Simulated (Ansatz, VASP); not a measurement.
TaTeSe in VASP and in Ansatz

```
Ta Te Se
1.0
     3.55494    0.00000    0.00000
    -1.77747    3.07867    0.00000
     0.00000    0.00000   18.00000
Ta Te Se
1 1 1
Direct
  0.66667 0.33333 0.51386
  0.33333 0.66667 0.59678
  0.33333 0.66667 0.40322
```

Alike in both runs: task single point; functional PBE; k mesh 6 × 6 × 1; occupations gaussian, width 0.1 eV; no spin polarisation.

|  | VASP | Ansatz |
| --- | --- | --- |
| version | VASP 6.6.1 | Ansatz 0.2.0 |
| potentials or method | VASP PAW PBE potentials, release 64 (Ta_pv, Te, Se), cutoff 520 eV | scalar-relativistic, plane waves, PAW |
| valence electrons in the cell | 23 | 45 |

Ansatz gave:

| Item | Value |
| --- | --- |
| gap on the k mesh at the Fermi level (eV) | none |
| rms of the force components (eV/Å) | 3.209 |

Q: What did VASP give for the same quantities?

A: gap on the k mesh at the Fermi level (eV): none; rms of the force components (eV/Å): 3.208.

Atom by atom the forces differ by 0.008 eV/Å (rms over components). A gap of «none» marks a metal or a gap that the smearing closes. VASP's potentials hold 23 valence electrons a cell and Ansatz's 45, so a difference there can come from the potentials and not from the codes. Ansatz's warnings: slab cell height set, structure snapped to symmetry.

Spin-orbit coupling is off throughout.
